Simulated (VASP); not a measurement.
# TiS2 (P-3m1) in VASP: a series of runs

Runs on TiS2. Level: HSE06. Tasks: single point.

Everything below comes from runs of VASP 6.6.1. Logs are shortened: lines on timing, memory, paths and dates and some standing lists are left out, and cuts for length are marked.

## (1) The cell of the first run

Symmetry: P-3m1, No. 164, trigonal system. The conventional cell has a = 3.496 Å, b = 3.496 Å, c = 5.667 Å, α = 90.00°, β = 90.00°, γ = 120.00°. Within 3.2 Å of Ti (site symmetry -3m) lie 6 S at 2.44 Å. S (site symmetry 3m) has 3 Ti at 2.44 Å within 3.2 Å.

## (2) Single point, HSE06 (epitaxial xy strain +2.5%)

Contents of POSCAR:

```
TiS2
1.0
    3.4958665786      0.0000000000      0.0000000000
   -1.7479332893      3.0275092653      0.0000000000
    0.0000000000      0.0000000000      5.6669862250
Ti S
1 2
Direct
    0.0000000000      0.0000000000      0.0000000000
    0.3333333333      0.6666666667      0.2419121093
    0.6666666667      0.3333333333      0.7580878907
```

Contents of INCAR.step1:

```
SYSTEM = TiS2
PREC     = Accurate       ! precision mode
ENCUT    = 400            ! plane-wave cutoff, eV
EDIFF    = 1E-5           ! SCF threshold, eV
ISMEAR   = -1             ! smearing method
SIGMA    = 0.02           ! smearing width, eV
LREAL    = .FALSE.        ! projectors in reciprocal space
LASPH    = .TRUE.         ! aspherical terms in the spheres
NELM     = 120            ! most SCF steps
ALGO     = Normal         ! electronic algorithm
ISIF     = 2              ! what is computed and relaxed
LWAVE    = .TRUE.         ! write WAVECAR
LCHARG   = .FALSE.        ! write CHGCAR
GGA      = PE             ! functional
NBANDS   = 19             ! bands
GGA_COMPAT= .FALSE.
```

Contents of INCAR.step2:

```
SYSTEM = TiS2
PREC     = Accurate       ! precision mode
ENCUT    = 400            ! plane-wave cutoff, eV
EDIFF    = 1E-6           ! SCF threshold, eV
ISMEAR   = -1             ! smearing method
SIGMA    = 0.02           ! smearing width, eV
LREAL    = .FALSE.        ! projectors in reciprocal space
LASPH    = .TRUE.         ! aspherical terms in the spheres
NELM     = 120            ! most SCF steps
ALGO     = Normal         ! electronic algorithm
ISIF     = 2              ! what is computed and relaxed
LWAVE    = .FALSE.        ! write WAVECAR
LCHARG   = .FALSE.        ! write CHGCAR
GGA      = PE             ! functional
LHFCALC  = .TRUE.         ! exact exchange
HFSCREEN = 0.2079         ! screening, 1/A
PRECFOCK = Normal       
ISTART   = 1            
NBANDS   = 19             ! bands
GGA_COMPAT= .FALSE.
```

Contents of KPOINTS:

```
regular mesh
0
G
  6 6 4
  0 0 0
```

Potentials or basis: VASP PAW PBE potentials, release 64 (Ti_sv, S).

Launch:

```
> cat potpaw_PBE.64/Ti_sv/POTCAR potpaw_PBE.64/S/POTCAR > POTCAR
> cp INCAR.step1 INCAR
> mpirun -np 1 vasp_std > vasp.out
> cp INCAR.step2 INCAR
> mpirun -np 1 vasp_std > vasp.out
```

OUTCAR:

```text
SYSTEM = TiS2
   PREC = Accurate
   ENCUT = 400
   EDIFF = 1E-6
   ISMEAR = -1
   LREAL = .FALSE.
   LASPH = .TRUE.
   NELM = 120
   ISIF = 2
   GGA = PE
   LHFCALC = .TRUE.
   HFSCREEN = 0.2079
   PRECFOCK = Normal
   ISTART = 1

 ion  position               nearest neighbor table
   1  0.000  0.000  0.000-   2 2.44   3 2.44   2 2.44   3 2.44   3 2.44   2 2.44
   2  0.333  0.667  0.242-   1 2.44   1 2.44   1 2.44
   3  0.667  0.333  0.758-   1 2.44   1 2.44   1 2.44

  LATTYP: Found a hexagonal cell.
 ALAT       =     3.4958665786
 C/A-ratio  =     1.6210533490

  Lattice vectors:

 A1 = (   3.4958665786,   0.0000000000,   0.0000000000)
 A2 = (  -1.7479332893,   3.0275092653,   0.0000000000)
 A3 = (   0.0000000000,   0.0000000000,   5.6669862250)

Analysis of symmetry for initial positions (statically):
=====================================================================
 Subroutine PRICEL returns:
 Original cell was already a primitive cell.

 Routine SETGRP: Setting up the symmetry group for a
 hexagonal supercell.

 Subroutine GETGRP returns: Found 12 space group operations
 (whereof 12 operations were pure point group operations)
 out of a pool of 24 trial point group operations.

The static configuration has the point symmetry D_3d.

Analysis of symmetry for dynamics (positions and initial velocities):
=====================================================================
 Subroutine PRICEL returns:
 Original cell was already a primitive cell.

 Routine SETGRP: Setting up the symmetry group for a
 hexagonal supercell.

 Subroutine GETGRP returns: Found 12 space group operations
 (whereof 12 operations were pure point group operations)
 out of a pool of 24 trial point group operations.

The dynamic configuration has the point symmetry D_3d.

 Subroutine INISYM returns: Found 12 space group operations
 (whereof 12 operations are pure point group operations),
 and found     1 'primitive' translations

----------------------------------------------------------------------------------------

                                     Primitive cell

  volume of cell :      59.9781

  direct lattice vectors                    reciprocal lattice vectors
     3.495866579  0.000000000  0.000000000     0.286052107  0.165152261  0.000000000
    -1.747933289  3.027509265  0.000000000     0.000000000  0.330304522  0.000000000
     0.000000000  0.000000000  5.666986225     0.000000000  0.000000000  0.176460637

  length of vectors
     3.495866579  3.495866579  5.666986225     0.330304522  0.330304522  0.176460637

  position of ions in fractional coordinates (direct lattice)
     0.000000000  0.000000000  0.000000000
     0.333333333  0.666666667  0.241912109
     0.666666667  0.333333333  0.758087891

  ion indices of the primitive-cell ions
   primitive index   ion index
                 1           1
                 2           2
                 3           3

----------------------------------------------------------------------------------------

 KPOINTS: regular mesh

Automatic generation of k-mesh.
 Grid dimensions read from file:
 generate k-points for:    6    6    4

 Generating k-lattice:

  Cartesian coordinates                     Fractional coordinates (reciprocal lattice)
     0.047675351  0.027525377  0.000000000     0.166666667  0.000000000  0.000000000
     0.000000000  0.055050754  0.000000000     0.000000000  0.166666667  0.000000000
     0.000000000  0.000000000  0.044115159     0.000000000  0.000000000  0.250000000

  Length of vectors
     0.055050754  0.055050754  0.044115159

  Shift w.r.t. Gamma in fractional coordinates (k-lattice)
     0.000000000  0.000000000  0.000000000

 Subroutine IBZKPT returns following result:
 ===========================================

 Found     24 irreducible k-points:

 Following reciprocal coordinates:
            Coordinates               Weight
  0.000000  0.000000  0.000000      1.000000
  0.166667  0.000000  0.000000      6.000000
  0.333333  0.000000  0.000000      6.000000
  0.500000  0.000000  0.000000      3.000000
  0.166667  0.166667  0.000000      6.000000
  0.333333  0.166667  0.000000     12.000000
[... 16 lines left out ...]
  0.333333  0.166667  0.500000     12.000000
  0.333333  0.333333  0.500000      2.000000
   k-points           NKPTS =     24   k-points in BZ     NKDIM =    144   number of bands    NBANDS=     19
   number of dos      NEDOS =    301   number of ions     NIONS =      3
   total plane-waves  NPLWV =  23040
   dimension x,y,z NGX =    24 NGY =   24 NGZ =   40
   dimension x,y,z NGXF=    48 NGYF=   48 NGZF=   80
   ions per type =               1   2
   NGX,Y,Z   is equivalent  to a cutoff of  11.41, 11.41, 11.73 a.u.
   NGXF,Y,Z  is equivalent  to a cutoff of  22.83, 22.83, 23.47 a.u.
 SYSTEM =  TiS2
   PREC   = accura    normal or accurate (medium, high low for compatibility)
   ISTART =      1    job   : 0-new  1-cont  2-samecut
   ICHARG =      0    charge: 1-file 2-atom 10-const
   ISPIN  =      1    spin polarized calculation?
   LNONCOLLINEAR =      F non collinear calculations
   LSORBIT =      F    spin-orbit coupling
   LASPH  =      T    aspherical Exc in radial PAW
   ENCUT  =  400.0 eV  29.40 Ry    5.42 a.u.   5.70  5.70  9.24*2*pi/ulx,y,z
   NELM   =    120;   NELMIN=  2; NELMDL=  0     # of ELM steps
   EDIFF  = 0.1E-05   stopping-criterion for ELM
   LREAL  =      F    real-space projection
   EDIFFG = 0.1E-04   stopping-criterion for IOM
   NSW    =      0    number of steps for IOM
   IBRION =     -1    ionic relax: 0-MD 1-quasi-New 2-CG
   NFREE  =      0    steps in history (QN), initial steepest desc. (CG)
   ISIF   =      2    stress and relaxation
   ISYM   =      3    0-nonsym 1-usesym 2-fastsym
   POTIM  = 0.5000    time-step for ionic-motion
   TEBEG  =    0.0;   TEEND  =   0.0 temperature during run
   PSTRESS=    0.0 pullay stress
   NELECT =      24.0000    total number of electrons
   NUPDOWN=      -1.0000    fix difference up-down
   EMIN   =  10.00;   EMAX   =-10.00  energy-range for DOS
   EFERMI =   0.00;   METHOD = LEGACY
   ISMEAR =    -1;   SIGMA  =   0.02  broadening in eV -4-tet -1-fermi 0-gaus
   EFERMI_NEDOS =   21; number of points for ismear=-14 and -15
   IALGO  =     38    algorithm
   IMIX   =      1    mixing-type and parameters
     AMIX     =   0.40;   BMIX     =  1.00
     AMIX_MAG =   1.60;   BMIX_MAG =  1.00
  volume/ion in A,a.u.               =      19.99       134.92
  Fermi-wavevector in a.u.,A,eV,Ry     =   1.206372  2.279712 19.800998  1.455332
  Thomas-Fermi vector in A             =   2.342041
   LORBIT       =      0    0 simple, 1 ext, 2 COOP (PROOUT), +10 PAW based schemes
   GGA     = PE    functional components
   LHFCALC =     T    Hartree Fock is set to
   PRECFOCK=normal    Normal, Fast or Accurate (Low or Medium for compatibility)
   ENCUT4O =  -1.0   cutoff for four orbital integrals eV
   NKREDX  =     1    reduce k-point grid by
   NKREDY  =     1    reduce k-point grid by
   NKREDZ  =     1    reduce k-point grid by
   AEXX    =    0.2500 exact exchange contribution
   HFSCREEN=    0.2079 screening length (either q_TF or 0.3 A-1)
   HFSCREENC=   0.2079 screening length for correlation (either q_TF or 0.3 A-1)
   ENCUTFOCK=  -1.0 apply spherical cutoff to Coloumb kernel
   IVDW    =     0    specifies the selected vdW correction
   LEPSILON=     F    determine dielectric tensor
   LRPA    =     F    only Hartree local field effects (RPA)
 non-spin polarized calculation
  energy-cutoff  :      400.00
  volume of cell :       59.98
 maximum number of plane-waves:      1108
 NGX is ok and might be reduce to    24
  NGX = 18; NGY = 18; NGZ = 30

 number of electron      23.9999995 magnetization

 Free energy of the ion-electron system (eV)
  ---------------------------------------------------
  ext. energy  EPLUGINS =         0.00000000
  ---------------------------------------------------
  free energy    TOTEN  =       -24.16898090 eV

  energy without entropy =      -24.16898090  energy(sigma->0) =      -24.16898090

 E-fermi :   4.9850     XC(G=0):  -8.1753

 val. band max:        4.6054575268   @ k =   0.0000   0.0000   0.0000
 cond. band min:       5.3926737265   @ k =   0.5000   0.0000   0.5000
 fundamental gap:      0.7872161997
 Fermi energy:         4.9849703991

 k-point     1 :       0.0000    0.0000    0.0000
  band No.  band energies     occupation
      1     -58.1189      2.00000
      2     -32.6950      2.00000
      3     -32.6306      2.00000
      4     -32.6306      2.00000
      5     -10.5473      2.00000
      6      -8.6437      2.00000
[... 11 lines left out ...]
     18      11.2194      0.00000
     19      12.1012      0.00000

 k-point     2 :       0.1667    0.0000    0.0000
  band No.  band energies     occupation
      1     -58.1160      2.00000
      2     -32.6901      2.00000
      3     -32.6606      2.00000
      4     -32.6378      2.00000
      5     -10.2213      2.00000
      6      -8.6094      2.00000
[... 11 lines left out ...]
     18      12.5655      0.00000
     19      13.3174      0.00000

 k-point     3 :       0.3333    0.0000    0.0000
  band No.  band energies     occupation
      1     -58.1111      2.00000
      2     -32.7203      2.00000
      3     -32.6802      2.00000
      4     -32.6519      2.00000
      5      -9.4317      2.00000
      6      -8.5736      2.00000
[... 11 lines left out ...]
     18      12.5381      0.00000
     19      13.3986      0.00000

 k-point     4 :       0.5000    0.0000    0.0000
  band No.  band energies     occupation
      1     -58.1085      2.00000
      2     -32.7499      2.00000
      3     -32.6753      2.00000
      4     -32.6589      2.00000
      5      -8.7734      2.00000
      6      -8.7374      2.00000
[... 11 lines left out ...]
     18      12.2339      0.00000
     19      12.7716      0.00000

 k-point     5 :       0.1667    0.1667    0.0000
  band No.  band energies     occupation
      1     -58.1124      2.00000
      2     -32.6998      2.00000
      3     -32.6828      2.00000
      4     -32.6540      2.00000
      5      -9.6598      2.00000
      6      -8.5688      2.00000
[... 11 lines left out ...]
     18      13.7320      0.00000
     19      14.1506      0.00000
[... 334 lines left out ...]
      2     -32.7498      2.00000
      3     -32.6752      2.00000
      4     -32.6590      2.00000
      5      -8.8963      2.00000
      6      -8.5817      2.00000
[... 11 lines left out ...]
     18      11.2323      0.00000
     19      12.2795      0.00000

 k-point    22 :       0.1667    0.1667    0.5000
  band No.  band energies     occupation
      1     -58.1126      2.00000
      2     -32.6997      2.00000
      3     -32.6827      2.00000
      4     -32.6540      2.00000
      5      -9.3789      2.00000
      6      -8.9204      2.00000
[... 11 lines left out ...]
     18      13.6521      0.00000
     19      14.1267      0.00000

 k-point    23 :       0.3333    0.1667    0.5000
  band No.  band energies     occupation
      1     -58.1084      2.00000
      2     -32.7345      2.00000
      3     -32.6758      2.00000
      4     -32.6740      2.00000
      5      -8.8331      2.00000
      6      -8.6685      2.00000
[... 11 lines left out ...]
     18      12.4244      0.00000
     19      13.2181      0.00000

 k-point    24 :       0.3333    0.3333    0.5000
  band No.  band energies     occupation
      1     -58.1068      2.00000
      2     -32.7135      2.00000
      3     -32.7135      2.00000
      4     -32.6732      2.00000
      5      -8.6122      2.00000
      6      -8.6122      2.00000
[... 11 lines left out ...]
     18      13.4341      0.00000
     19      13.4341      0.00000

------------------------ aborting loop because EDIFF is reached ----------------------------------------

  FORCE on cell =-STRESS in cart. coord.  units (eV):
  Direction    XX          YY          ZZ          XY          YZ          ZX
  --------------------------------------------------------------------------------------
  -------------------------------------------------------------------------------------
  Total       -1.7830466     -1.7830466      0.0465216     -0.0000000     -0.0000000      0.0000000
  in kB      -47.6300235    -47.6300235      1.2427185     -0.0000000     -0.0000000      0.0000000
  external PRESSURE =     -31.3391095 kB  Pullay stress =       0.0000000 kB

 VOLUME and BASIS-vectors are now :
 -----------------------------------------------------------------------------
  energy-cutoff  :      400.00
  volume of cell :       59.98
      direct lattice vectors                 reciprocal lattice vectors
     3.495866579  0.000000000  0.000000000     0.286052107  0.165152261  0.000000000
    -1.747933289  3.027509265  0.000000000     0.000000000  0.330304522  0.000000000
     0.000000000  0.000000000  5.666986225     0.000000000  0.000000000  0.176460637

 POSITION                                       TOTAL-FORCE (eV/Angst)
 -----------------------------------------------------------------------------------
      0.00000      0.00000      0.00000        -0.000000      0.000000      0.000000
     -0.00000      2.01834      1.37091         0.000000      0.000000     -0.219486
      1.74793      1.00917      4.29607        -0.000000     -0.000000      0.219486
 -----------------------------------------------------------------------------------
    total drift:                                0.000000      0.000000     -0.000002

  FREE ENERGIE OF THE ION-ELECTRON SYSTEM (eV)
  ---------------------------------------------------
  free  energy   TOTEN  =       -24.1689808962 eV

  energy  without entropy=      -24.1689808961  energy(sigma->0) =      -24.16898090
```

It took 47 min on 1 thread of Intel Xeon Platinum 8488C (Sapphire Rapids), shared host; peak memory 0.27 GiB.

Results:

| Property | Result |
| --- | --- |
| Free energy | -24.1690 eV |
| Pressure | -3.1 GPa |
| Largest force | 0.219 eV/Å |
| Band gap on the k mesh | 0.79 eV (least direct gap 1.11 eV) |

Forces in eV/Å, atoms in the order of the input:
```
Ti   0.000  0.000  0.000
S    0.000  0.000 -0.219
S    0.000  0.000  0.219
```

Caveat: the cell differs from its parent crystal (epitaxial xy strain +2.5%); the cell stands under tension; the PAW data sets were made with another functional, which shifts forces and pressure a little; this functional lacks dispersion, which binds the layers, so the pressure and a relaxed spacing across them are unreliable.

## (3) Single point, HSE06 (epitaxial xy strain +3.0%)

Contents of POSCAR:

```
TiS2
1.0
    3.5129195863      0.0000000000      0.0000000000
   -1.7564597931      3.0422776032      0.0000000000
    0.0000000000      0.0000000000      5.6526394244
Ti S
1 2
Direct
    0.0000000000      0.0000000000      0.0000000000
    0.3333333333      0.6666666667      0.2412685540
    0.6666666667      0.3333333333      0.7587314460
```

Contents of INCAR.step1:

```
PREC = Accurate
ENCUT = 400
EDIFF = 1E-5
ISMEAR = -1
SIGMA = 0.02
LREAL = False
LASPH = True
NELM = 120
ALGO = Normal
ISIF = 2
LWAVE = True
LCHARG = False
NBANDS = 19
GGA = PE
GGA_COMPAT = False
```

Contents of INCAR.step2:

```
PREC = Accurate
ENCUT = 400
EDIFF = 1E-6
ISMEAR = -1
SIGMA = 0.02
LREAL = False
LASPH = True
NELM = 120
ALGO = Normal
ISIF = 2
LWAVE = False
LCHARG = False
GGA = PE
LHFCALC = True
HFSCREEN = 0.2079
PRECFOCK = Normal
NBANDS = 19
ISTART = 1
GGA_COMPAT = False
```

Contents of KPOINTS:

```
Automatic mesh
0
Gamma
  6 6 4
```

Potentials or basis: VASP PAW PBE potentials, release 64 (Ti_sv, S).

Launch:

```
> cat potpaw_PBE.64/Ti_sv/POTCAR potpaw_PBE.64/S/POTCAR > POTCAR
> cp INCAR.step1 INCAR
> mpirun -np 1 vasp_std > vasp.out
> cp INCAR.step2 INCAR
> mpirun -np 1 vasp_std > vasp.out
```

Run time: 41 min. Hardware: 1 thread of Intel Xeon Platinum 8488C (Sapphire Rapids), shared host; peak memory 0.28 GiB.

It converged, with:

* Free energy: -24.1523 eV
* Pressure: -3.6 GPa
* Largest force: 0.216 eV/Å
* Band gap on the k mesh: 0.79 eV (least direct gap 1.08 eV)

Forces on the atoms (eV/Å):
```
Ti   0.000  0.000  0.000
S    0.000  0.000 -0.216
S    0.000  0.000  0.216
```

Stress tensor (GPa, compression positive):
```
-5.51  0.00  0.00
 0.00 -5.51  0.00
 0.00  0.00  0.15
```

Levels at points of the mesh, in eV from the valence-band top:
```tsv
k point	band 8	band 9	band 10	band 11	band 12	band 13	band 14	band 15	band 16	band 17
(0.00, 0.00, 0.00)	-3.55	-3.55	-0.22	-0.22	0.00	1.08	1.08	1.92	4.15	4.15
(0.50, 0.00, 0.00)	-4.11	-3.22	-3.13	-2.81	-2.10	0.96	2.19	2.54	4.28	4.48
(0.00, 0.00, 0.50)	-3.50	-3.50	-2.35	-0.38	-0.38	1.06	1.06	2.36	4.44	4.44
(0.50, 0.00, 0.50)	-4.88	-3.39	-3.00	-1.80	-1.42	0.79	2.17	2.52	4.04	4.74
```

Caveat: the cell differs from its parent crystal (epitaxial xy strain +3.0%); the cell stands under tension; the PAW data sets were made with another functional, which shifts forces and pressure a little; this functional lacks dispersion, which binds the layers, so the pressure and a relaxed spacing across them are unreliable.
